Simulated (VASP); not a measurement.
Wanted: the native input for a VASP 6.6.1 run.

```yaml
Task: single point
Functional: PBE
Potentials_or_basis: VASP PAW PBE potentials, release 64 (Ag_sv_GW, Cl)
Cutoff: 630 eV
k_mesh: 8 × 8 × 8
Occupations: fermi-dirac, width 0.02 eV
Spin: no spin polarisation
Dipole_correction: no
Further_INCAR_settings: ALGO = Normal; EDIFF = 1e-06; NBANDS = 20
```

The structure of AgCl lies in POSCAR:

```
AgCl
1.0
    3.3917397088     -0.0038483331     -0.0038483331
   -0.0038483331      3.3917397088     -0.0038483331
   -0.0038483331     -0.0038483331      3.3917397088
Ag Cl
1 1
Direct
    0.0000000000      0.0000000000      0.0000000000
    0.5000000000      0.5000000000      0.5000000000
```

This cell differs from its parent crystal: strain along [111] -0.3%.

These files were run (other wordings do the same):

INCAR

```
SYSTEM = AgCl
  PREC = Accurate
  ENCUT = 630
  EDIFF = 1E-6
  ISMEAR = -1
  SIGMA = 0.02
  LREAL = .False.
  LASPH = .True.
  NELM = 120
  ALGO = Normal
  ISIF = 2
  LWAVE = .False.
  LCHARG = .False.
  GGA = PE
  NBANDS = 20
  GGA_COMPAT = .False.
```

KPOINTS

```
Automatic mesh
0
Gamma
  8 8 8
  0 0 0
```

Potentials or basis: VASP PAW PBE potentials, release 64 (Ag_sv_GW, Cl).

Launch:

```sh
$ cat potpaw_PBE.64/Ag_sv_GW/POTCAR potpaw_PBE.64/Cl/POTCAR > POTCAR
$ mpirun -np 1 vasp_std > vasp.out
```

Results of the run:

* Pressure: 1.7 GPa
* Band gap on the k mesh: 0.58 eV (least direct gap 2.20 eV)

Caveat: the cell differs from its parent crystal (strain along [111] -0.3%); the structure was generated, so it needn't be the stable form of AgCl; semilocal functionals underestimate gaps, and a narrow one can read as zero.

It took 43 s on 1 thread of AMD EPYC 7R13 Processor (Zen 3) (shared host), peak memory 0.19 GiB.
